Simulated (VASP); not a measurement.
# Li2HgBr4 (P4/mmm) in VASP: single point with r2SCAN+rVV10

Aim: the single point of Li2HgBr4 with r2SCAN+rVV10.

Program: VASP 6.6.1. These are calculated values, not measurements. Logs are shortened: lines on timing, memory, paths and dates and some standing lists are left out, and cuts for length are marked.

## (1) The cell of the first run

Symmetry: P4/mmm, No. 123, tetragonal system. The conventional cell has a = 7.294 Å, b = 7.294 Å, c = 3.693 Å, α = 90.00°, β = 90.00°, γ = 90.00°. Within 4.2 Å of Li (site symmetry mmm) lie 8 Br at 3.17 Å and 2 Li at 3.69 Å and 4 Hg at 4.09 Å. Within 3.5 Å of Hg (site symmetry 4/mmm) lie 4 Br at 2.65 Å. Br (site symmetry m2m) has 1 Hg at 2.65 Å and 4 Li at 3.17 Å within 3.5 Å.

## (2) Single point, r2SCAN+rVV10

Input file POSCAR:

```
Li2HgBr4
1.0
    7.2942377632      0.0000000000      0.0000000000
    0.0000000000      7.2942377632      0.0000000000
    0.0000000000      0.0000000000      3.6930821914
Li Hg Br
2 1 4
Direct
    0.5000000000      0.0000000000      0.5000000000
    0.0000000000      0.5000000000      0.5000000000
    0.0000000000      0.0000000000      0.0000000000
    0.2571161882      0.7428838118      0.0000000000
    0.2571161882      0.2571161882      0.0000000000
    0.7428838118      0.7428838118      0.0000000000
    0.7428838118      0.2571161882      0.0000000000
```

Input file INCAR.step1:

```
SYSTEM = Li2HgBr4
PREC = Accurate
ENCUT = 520
ISMEAR = -1
SIGMA = 0.03
LREAL = .FALSE.
LASPH = .TRUE.
NELM = 60
NBANDS = 32
GGA = PE
ALGO = Normal
EDIFF = 1E-4
LWAVE = .TRUE.
LCHARG = .FALSE.
```

Input file INCAR.step2:

```
SYSTEM = Li2HgBr4
PREC = Accurate
ENCUT = 520
EDIFF = 1E-7
ISMEAR = -1
SIGMA = 0.03
LREAL = .FALSE.
LASPH = .TRUE.
NELM = 60
ALGO = Normal
ISIF = 2
LWAVE = .FALSE.
LCHARG = .TRUE.
METAGGA = R2SCAN
LMIXTAU = .TRUE.
LUSE_VDW = .TRUE.
IVDW_NL = 2
BPARAM = 11.95
CPARAM = 0.0093
LELF = .TRUE.
LVHAR = .TRUE.
NBANDS = 32
ISTART = 1
```

Input file KPOINTS:

```
regular mesh
0
G
  4 4 8
  0 0 0
```

Potentials or basis: VASP PAW PBE potentials, release 64 (Li_sv, Hg, Br).

On the command line:

```bash
$ cat potpaw_PBE.64/Li_sv/POTCAR potpaw_PBE.64/Hg/POTCAR potpaw_PBE.64/Br/POTCAR > POTCAR
$ cp INCAR.step1 INCAR
$ mpirun -np 1 vasp_std > vasp.out
$ cp INCAR.step2 INCAR
$ mpirun -np 1 vasp_std > vasp.out
```

OUTCAR:

```text
SYSTEM = Li2HgBr4
   PREC = Accurate
   ENCUT = 520
   EDIFF = 1E-7
   ISMEAR = -1
   LREAL = .FALSE.
   LASPH = .TRUE.
   NELM = 60
   ISIF = 2
   METAGGA = R2SCAN
   IVDW_NL = 2
   BPARAM = 11.95
   ISTART = 1

 ion  position               nearest neighbor table
   1  0.500  0.000  0.500-
   2  0.000  0.500  0.500-
   3  0.000  0.000  0.000-   4 2.65   5 2.65   6 2.65   7 2.65
   4  0.257  0.743  0.000-   3 2.65
   5  0.257  0.257  0.000-   3 2.65
   6  0.743  0.743  0.000-   3 2.65
   7  0.743  0.257  0.000-   3 2.65

  LATTYP: Found a simple tetragonal cell.
 ALAT       =     7.2942377632
 C/A-ratio  =     0.5063013177

  Lattice vectors:

 A1 = (   7.2942377632,   0.0000000000,   0.0000000000)
 A2 = (   0.0000000000,   7.2942377632,   0.0000000000)
 A3 = (   0.0000000000,   0.0000000000,   3.6930821914)

Analysis of symmetry for initial positions (statically):
=====================================================================
 Subroutine PRICEL returns:
 Original cell was already a primitive cell.

 Routine SETGRP: Setting up the symmetry group for a
 simple tetragonal supercell.

 Subroutine GETGRP returns: Found 16 space group operations
 (whereof 16 operations were pure point group operations)
 out of a pool of 16 trial point group operations.

The static configuration has the point symmetry D_4h.

Analysis of symmetry for dynamics (positions and initial velocities):
=====================================================================
 Subroutine PRICEL returns:
 Original cell was already a primitive cell.

 Routine SETGRP: Setting up the symmetry group for a
 simple tetragonal supercell.

 Subroutine GETGRP returns: Found 16 space group operations
 (whereof 16 operations were pure point group operations)
 out of a pool of 16 trial point group operations.

The dynamic configuration has the point symmetry D_4h.

 Subroutine INISYM returns: Found 16 space group operations
 (whereof 16 operations are pure point group operations),
 and found     1 'primitive' translations

----------------------------------------------------------------------------------------

                                     Primitive cell

  volume of cell :     196.4938

  direct lattice vectors                    reciprocal lattice vectors
     7.294237763  0.000000000  0.000000000     0.137094517  0.000000000  0.000000000
     0.000000000  7.294237763  0.000000000     0.000000000  0.137094517  0.000000000
     0.000000000  0.000000000  3.693082191     0.000000000  0.000000000  0.270776535

  length of vectors
     7.294237763  7.294237763  3.693082191     0.137094517  0.137094517  0.270776535

  position of ions in fractional coordinates (direct lattice)
     0.500000000  0.000000000  0.500000000
     0.000000000  0.500000000  0.500000000
     0.000000000  0.000000000  0.000000000
     0.257116188  0.742883812  0.000000000
     0.257116188  0.257116188  0.000000000
     0.742883812  0.742883812  0.000000000
     0.742883812  0.257116188  0.000000000

  ion indices of the primitive-cell ions
   primitive index   ion index
                 1           1
                 2           2
                 3           3
                 4           4
                 5           5
                 6           6
                 7           7

----------------------------------------------------------------------------------------

 KPOINTS: regular mesh

Automatic generation of k-mesh.
 Grid dimensions read from file:
 generate k-points for:    4    4    8

 Generating k-lattice:

  Cartesian coordinates                     Fractional coordinates (reciprocal lattice)
     0.034273629  0.000000000  0.000000000     0.250000000  0.000000000  0.000000000
     0.000000000  0.034273629  0.000000000     0.000000000  0.250000000  0.000000000
     0.000000000  0.000000000  0.033847067     0.000000000  0.000000000  0.125000000

  Length of vectors
     0.034273629  0.034273629  0.033847067

  Shift w.r.t. Gamma in fractional coordinates (k-lattice)
     0.000000000  0.000000000  0.000000000

 Subroutine IBZKPT returns following result:
 ===========================================

 Found     30 irreducible k-points:

 Following reciprocal coordinates:
            Coordinates               Weight
  0.000000  0.000000  0.000000      1.000000
  0.250000  0.000000  0.000000      4.000000
  0.500000  0.000000  0.000000      2.000000
  0.250000  0.250000  0.000000      4.000000
  0.500000  0.250000  0.000000      4.000000
  0.500000  0.500000  0.000000      1.000000
[... 16 lines left out ...]
  0.500000  0.250000  0.375000      8.000000
  0.500000  0.500000  0.375000      2.000000
 [... further k-points ...]
   k-points           NKPTS =     30   k-points in BZ     NKDIM =     30   number of bands    NBANDS=     32
   number of dos      NEDOS =    301   number of ions     NIONS =      7
   total plane-waves  NPLWV =  81648
   dimension x,y,z NGX =    54 NGY =   54 NGZ =   28
   dimension x,y,z NGXF=   108 NGYF=  108 NGZF=   56
   ions per type =               2   1   4
   NGX,Y,Z   is equivalent  to a cutoff of  12.31, 12.31, 12.60 a.u.
   NGXF,Y,Z  is equivalent  to a cutoff of  24.61, 24.61, 25.21 a.u.
 SYSTEM =  Li2HgBr4
   PREC   = accura    normal or accurate (medium, high low for compatibility)
   ISTART =      1    job   : 0-new  1-cont  2-samecut
   ICHARG =      0    charge: 1-file 2-atom 10-const
   ISPIN  =      1    spin polarized calculation?
   LNONCOLLINEAR =      F non collinear calculations
   LSORBIT =      F    spin-orbit coupling
   LASPH  =      T    aspherical Exc in radial PAW
   ENCUT  =  520.0 eV  38.22 Ry    6.18 a.u.  13.56 13.56  6.87*2*pi/ulx,y,z
   NELM   =     60;   NELMIN=  2; NELMDL=  0     # of ELM steps
   EDIFF  = 0.1E-06   stopping-criterion for ELM
   LREAL  =      F    real-space projection
   EDIFFG = 0.1E-05   stopping-criterion for IOM
   NSW    =      0    number of steps for IOM
   IBRION =     -1    ionic relax: 0-MD 1-quasi-New 2-CG
   NFREE  =      0    steps in history (QN), initial steepest desc. (CG)
   ISIF   =      2    stress and relaxation
   ISYM   =      2    0-nonsym 1-usesym 2-fastsym
   POTIM  = 0.5000    time-step for ionic-motion
   TEBEG  =    0.0;   TEEND  =   0.0 temperature during run
   PSTRESS=    0.0 pullay stress
   NELECT =      46.0000    total number of electrons
   NUPDOWN=      -1.0000    fix difference up-down
   EMIN   =  10.00;   EMAX   =-10.00  energy-range for DOS
   EFERMI =   0.00;   METHOD = LEGACY
   ISMEAR =    -1;   SIGMA  =   0.03  broadening in eV -4-tet -1-fermi 0-gaus
   EFERMI_NEDOS =   21; number of points for ismear=-14 and -15
   IALGO  =     38    algorithm
   IMIX   =      4    mixing-type and parameters
     AMIX     =   0.40;   BMIX     =  1.00
     AMIX_MAG =   1.60;   BMIX_MAG =  1.00
  volume/ion in A,a.u.               =      28.07       189.43
  Fermi-wavevector in a.u.,A,eV,Ry     =   1.008969  1.906675 13.850983  1.018019
  Thomas-Fermi vector in A             =   2.141869
   LORBIT       =      0    0 simple, 1 ext, 2 COOP (PROOUT), +10 PAW based schemes
   METAGGA = R2SCAN    functional components
   LHFCALC =     F    Hartree Fock is set to
   AEXX    =    0.0000 exact exchange contribution
   IVDW_NL    =     2    kernel type
   BPARAM     =11.9500
   IVDW    =     0    specifies the selected vdW correction
   LEPSILON=     F    determine dielectric tensor
   LRPA    =     F    only Hartree local field effects (RPA)
 non-spin polarized calculation
  energy-cutoff  :      520.00
  volume of cell :      196.49
 maximum number of plane-waves:      5326
   NGX = 27   NGY = 27   NGZ = 13

 number of electron      45.9999987 magnetization

 Free energy of the ion-electron system (eV)
  ---------------------------------------------------
  ext. energy  EPLUGINS =         0.00000000
  ---------------------------------------------------
  free energy    TOTEN  =      -112.57327353 eV

  energy without entropy =     -112.57327353  energy(sigma->0) =     -112.57327353

 E-fermi :   0.9312     XC(G=0):  -8.4332

 val. band max:        0.4644708531   @ k =   0.0000   0.0000   0.5000
 cond. band min:       1.3805888316   @ k =   0.0000   0.0000   0.0000
 fundamental gap:      0.9161179784
 Fermi energy:         0.9311534189

 k-point     1 :       0.0000    0.0000    0.0000
  band No.  band energies     occupation
      1     -47.7611      2.00000
      2     -47.7610      2.00000
      3     -14.8309      2.00000
      4     -14.3883      2.00000
      5     -14.3883      2.00000
      6     -14.1910      2.00000
[... 24 lines left out ...]
     31       8.5805      0.00000
     32       8.8990      0.00000

 k-point     2 :       0.2500    0.0000    0.0000
  band No.  band energies     occupation
      1     -47.7611      2.00000
      2     -47.7611      2.00000
      3     -14.7759      2.00000
      4     -14.4541      2.00000
      5     -14.3719      2.00000
      6     -14.2083      2.00000
[... 24 lines left out ...]
     31       8.3512      0.00000
     32       8.9602      0.00000

 k-point     3 :       0.5000    0.0000    0.0000
  band No.  band energies     occupation
      1     -47.7611      2.00000
      2     -47.7611      2.00000
      3     -14.6751      2.00000
      4     -14.5656      2.00000
      5     -14.3512      2.00000
      6     -14.2300      2.00000
[... 24 lines left out ...]
     31       8.4901      0.00000
     32       8.7072      0.00000

 k-point     4 :       0.2500    0.2500    0.0000
  band No.  band energies     occupation
      1     -47.7611      2.00000
      2     -47.7611      2.00000
      3     -14.7225      2.00000
      4     -14.4584      2.00000
      5     -14.3958      2.00000
      6     -14.2455      2.00000
[... 654 lines left out ...]
     31       7.6508      0.00000
     32       8.2453      0.00000

 k-point    23 :       0.5000    0.2500    0.3750
  band No.  band energies     occupation
      1     -47.7607      2.00000
      2     -47.7607      2.00000
      3     -14.3960      2.00000
      4     -14.3227      2.00000
      5     -14.1637      2.00000
      6     -14.0811      2.00000
[... 24 lines left out ...]
     31       7.2911      0.00000
     32       7.5202      0.00000

 k-point    24 :       0.5000    0.5000    0.3750
  band No.  band energies     occupation
      1     -47.7607      2.00000
      2     -47.7607      2.00000
      3     -14.3015      2.00000
      4     -14.3013      2.00000
      5     -14.1857      2.00000
      6     -14.1857      2.00000
[... 24 lines left out ...]
     31       7.0245      0.00000
     32       7.3935      0.00000

 [... further k-points ...]
[... 5 lines left out ...]
  --------------------------------------------------------------------------------------
  -------------------------------------------------------------------------------------
  Total        0.2244898      0.2244898     -0.1274664      0.0000000     -0.0000000      0.0000000
  in kB        1.8304519      1.8304519     -1.0393399      0.0000000     -0.0000000      0.0000000
  external PRESSURE =       0.8738546 kB  Pullay stress =       0.0000000 kB

 VOLUME and BASIS-vectors are now :
 -----------------------------------------------------------------------------
  energy-cutoff  :      520.00
  volume of cell :      196.49
      direct lattice vectors                 reciprocal lattice vectors
     7.294237763  0.000000000  0.000000000     0.137094517  0.000000000  0.000000000
     0.000000000  7.294237763  0.000000000     0.000000000  0.137094517  0.000000000
     0.000000000  0.000000000  3.693082191     0.000000000  0.000000000  0.270776535

 POSITION                                       TOTAL-FORCE (eV/Angst)
 -----------------------------------------------------------------------------------
      3.64712      0.00000      1.84654         0.000000      0.000000      0.000000
      0.00000      3.64712      1.84654         0.000000      0.000000      0.000000
      0.00000      0.00000      0.00000         0.000000      0.000000      0.000000
      1.87547      5.41877      0.00000         0.042998     -0.042998      0.000000
      1.87547      1.87547      0.00000         0.042998      0.042998      0.000000
      5.41877      5.41877      0.00000        -0.042998     -0.042998     -0.000000
      5.41877      1.87547      0.00000        -0.042998      0.042998     -0.000000
 -----------------------------------------------------------------------------------
    total drift:                                0.000000     -0.000000     -0.000000

  FREE ENERGIE OF THE ION-ELECTRON SYSTEM (eV)
  ---------------------------------------------------
  free  energy   TOTEN  =      -112.5732735330 eV

  energy  without entropy=     -112.5732735280  energy(sigma->0) =     -112.57327353
```

Run time: 25 min. Hardware: 1 thread of Oxide Virtual Turin-like, shared host; peak memory 0.67 GiB.

Results:

```yaml
Free_energy: -112.5733 eV
Largest_force: 0.061 eV/Å
Band_gap_on_the_k_mesh: 0.92 eV, indirect (least direct gap 1.11 eV)
```

Forces on the atoms (eV/Å):
```
Li   0.000  0.000  0.000
Li   0.000  0.000  0.000
Hg   0.000  0.000  0.000
Br   0.043 -0.043  0.000
Br   0.043  0.043  0.000
Br  -0.043 -0.043  0.000
Br  -0.043  0.043  0.000
```

Caveat: the cutoff is under 1.25 times the usual one of these potentials, so pressure, stress and relaxed cells hold a basis-set (Pulay) error; the PAW data sets were made with another functional, which shifts forces and pressure a little; spin-orbit coupling is left out, which moves the levels of the heavy elements. r2SCAN opens gaps a little over a GGA but as a rule still falls short of measured ones.
